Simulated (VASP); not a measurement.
Write the native input for VASP 6.6.1 that does the following.

* Task: single point
* Functional: PBE
* Potentials or basis: VASP PAW PBE potentials, release 64 (Ge_d, Sb, Te)
* Cutoff: 520 eV
* k mesh: 12 × 12 × 2
* Occupations: gaussian, width 0.03 eV
* Spin: no spin polarisation
* Dipole correction: no
* Further INCAR settings: ALGO = Normal; EDIFF = 1e-06; NBANDS = 44

The structure of Ge2Sb2Te5 lies in POSCAR:

```
Ge2Sb2Te5
1.0
    4.1043864452      0.0000000000      0.0000000000
   -2.0521932226      3.5545029285      0.0000000000
    0.0000000000      0.0000000000     16.3990760417
Ge Sb Te
2 2 5
Direct
    0.0000000000      0.0000000000      0.3313200918
    0.0000000000      0.0000000000      0.6686799082
    0.3333333333      0.6666666667      0.1120971408
    0.6666666667      0.3333333333      0.8879028592
    0.0000000000      0.0000000000      0.0000000000
    0.3333333333      0.6666666667      0.7914345914
    0.6666666667      0.3333333333      0.2085654086
    0.3333333333      0.6666666667      0.4096023866
    0.6666666667      0.3333333333      0.5903976134
```

These files were run (other wordings do the same):

INCAR

```
PREC     = Accurate       # precision mode
ENCUT    = 520            # plane-wave cutoff, eV
EDIFF    = 1E-6           # SCF threshold, eV
ISMEAR   = 0              # smearing method
SIGMA    = 0.03           # smearing width, eV
LREAL    = False          # projectors in reciprocal space
LASPH    = True           # aspherical terms in the spheres
NELM     = 60             # most SCF steps
ALGO     = Normal         # electronic algorithm
ISIF     = 2              # what is computed and relaxed
LWAVE    = False          # write WAVECAR
LCHARG   = False          # write CHGCAR
GGA      = PE             # functional
NBANDS   = 44             # bands
```

KPOINTS

```
Automatic mesh
0
Gamma
  12 12 2
```

Potentials or basis: VASP PAW PBE potentials, release 64 (Ge_d, Sb, Te).

Command:

```bash
$ cat potpaw_PBE.64/Ge_d/POTCAR potpaw_PBE.64/Sb/POTCAR potpaw_PBE.64/Te/POTCAR > POTCAR
$ mpirun -np 1 vasp_std > vasp.out
```

It gave:

```json
{"Pressure": "11.6 GPa", "Largest force": "1.403 eV/Å", "Band gap on the k mesh": "zero (bands 34 and 35 overlap by 0.16 eV)"}
```

Caveat: the cell stands under pressure; spin-orbit coupling is left out, which moves the levels of the heavy elements; this functional lacks dispersion, which binds layers or chains, so the pressure and a relaxed spacing across them are unreliable; forces of over 1 eV/Å act on the atoms, so gaps and moduli don't describe the material at rest.

Wall time 4 min on 1 thread of Intel(R) Xeon(R) 6975P-C (Granite Rapids) (shared host), peak memory 0.56 GiB.
